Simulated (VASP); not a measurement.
AlN: single point with PBE

The system is AlN.

```
Al N
1.0
    -1.65675    2.86957    0.00000
     0.00000    0.00000    4.18746
     4.97025    2.86957    0.00000
Al N
4 4
Cartesian
  0.3780 1.5350 3.1406
  3.3135 1.9130 3.1406
  1.6567 0.9565 1.0469
  3.3135 3.8261 1.0469
  0.0000 1.9130 1.0469
  3.3135 1.9130 1.0469
  1.6567 0.9565 3.1406
  3.3135 3.8261 3.1406
```

This cell differs from its parent crystal: atom 1 (Al) moved by +0.378 Å along [1 0 0] and -0.378 Å along [1 2 0].

| Quantity | Value |
| --- | --- |
| Program | VASP 6.6.1 |
| Task | single point |
| Functional | PBE |
| Potentials or basis | VASP PAW PBE potentials, release 64 (Al, N) |
| Cutoff | 520 eV |
| k mesh | 8 × 6 × 4 |
| Occupations | gaussian, width 0.05 eV |
| Spin | no spin polarisation |

- Pressure: 18.6 GPa
- Largest force: 26.087 eV/Å
- Band gap on the k mesh: 3.04 eV, direct

Forces on the atoms (eV/Å):
```
Al  -23.588  11.141   0.000
Al    0.508   0.003   0.000
Al    1.031  -0.809   0.000
Al    0.082   0.270   0.000
N     1.065  -0.659   0.000
N    -0.332  -0.224   0.000
N    20.303  -9.396   0.000
N     0.931  -0.326   0.000
```

Stress tensor (GPa, compression positive):
```
 48.41 -23.27   0.00
-23.27   6.38   0.00
  0.00   0.00   1.08
```

Levels at points of the mesh, in eV from the valence-band top:
| k point | band 13 | band 14 | band 15 | band 16 | band 17 | band 18 | band 19 | band 20 |
| --- | --- | --- | --- | --- | --- | --- | --- | --- |
| (0.00, 0.00, 0.00) | -1.78 | -1.49 | -1.17 | 0.00 | 3.04 | 3.69 | 4.38 | 6.65 |
| (0.50, 0.00, 0.00) | -2.99 | -2.26 | -2.23 | -1.76 | 5.38 | 5.71 | 6.05 | 6.22 |
| (0.00, 0.50, 0.00) | -2.34 | -2.07 | -1.78 | -1.46 | 4.95 | 5.09 | 5.41 | 5.69 |
| (0.50, 0.50, 0.00) | -1.53 | -1.01 | -0.71 | -0.71 | 5.32 | 6.09 | 6.16 | 6.60 |
| (0.00, 0.00, 0.50) | -1.56 | -1.34 | -1.12 | -0.79 | 4.50 | 4.67 | 5.60 | 5.97 |
| (0.50, 0.00, 0.50) | -3.16 | -2.46 | -1.65 | -1.02 | 3.87 | 4.00 | 6.56 | 7.03 |
| (0.00, 0.50, 0.50) | -2.25 | -2.09 | -1.59 | -1.41 | 5.09 | 5.30 | 5.37 | 5.51 |
| (0.50, 0.50, 0.50) | -2.25 | -1.54 | -1.41 | -1.38 | 4.72 | 4.96 | 5.13 | 5.30 |

Wall time 3.9 min on 1 thread of Intel(R) Xeon(R) Platinum 8259CL CPU @ 2.50GHz (Skylake/Cascade Lake) (shared host), peak memory 0.26 GiB.

Caveat: the cell differs from its parent crystal (atom 1 (Al) moved by +0.378 Å along [1 0 0] and -0.378 Å along [1 2 0]); forces of over 1 eV/Å act on the atoms, so gaps and moduli don't describe the material at rest.
